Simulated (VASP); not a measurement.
Input of a VASP 6.6.1 run:

INCAR

```
SYSTEM = H10CO5
  PREC = Accurate
  ENCUT = 520
  EDIFF = 1E-6
  ISMEAR = -1
  SIGMA = 0.02
  LREAL = Auto
  LASPH = .TRUE.
  NELM = 100
  ALGO = Normal
  ISIF = 2
  LWAVE = .FALSE.
  LCHARG = .TRUE.
  GGA = PE
  IVDW = 12
  LELF = .TRUE.
  LVHAR = .TRUE.
  NBANDS = 36
```

Contents of KPOINTS:

```
regular mesh
0
G
  1 1 1
  0 0 0
```

File POSCAR:

```
H10CO5
1.0
    5.8392500000      0.0000000000      0.0000000000
    0.0000000000      5.8392500000      0.0000000000
    0.0000000000      0.0000000000      5.8392500000
O H C
5 10 1
Direct
    0.2414351158      0.6898831186      0.9520743246
    0.5215909577      0.4350901229      0.6384552811
    0.1386993193      0.3681808451      0.3876696494
    0.8750438841      0.7691398724      0.5021535300
    0.6388320418      0.0810206790     -0.0316992764
    0.1517146894      0.7682664726      0.8340625937
    0.3445134221      0.6085884317      0.8527978764
    0.3830115169      0.3857173438      0.5471421844
    0.5803485037      0.3153658432      0.7443250417
    0.1559789357      0.3716744445      0.2170655478
    0.0704542535      0.5133707240      0.4079462260
    0.8581410284      0.9322601361      0.5047223530
    0.7289806054      0.6964764310      0.5457036434
    0.7018367085     -0.2645202723      0.0202080747
    0.5460119022     -0.0919124888      0.2487134478
    0.6275463458     -0.0953547116      0.0769105621
```

Potentials or basis: VASP PAW PBE potentials, release 64 (O, H, C).

Launch:

```bash
$ cat potpaw_PBE.64/O/POTCAR potpaw_PBE.64/H/POTCAR potpaw_PBE.64/C/POTCAR > POTCAR
$ mpirun -np 1 vasp_gam > vasp.out
```

(1) Predict the dispersion energy per atom.

(2) What does it give for the largest force?

(3) What does it give for the pressure?

Results:

(1) -0.030 eV.

(2) 2.465 eV/Å.

(3) -0.6 GPa.

Caveat: the k points lie up to 1.08 Å⁻¹ apart, too coarse for converged energies, forces and pressures.
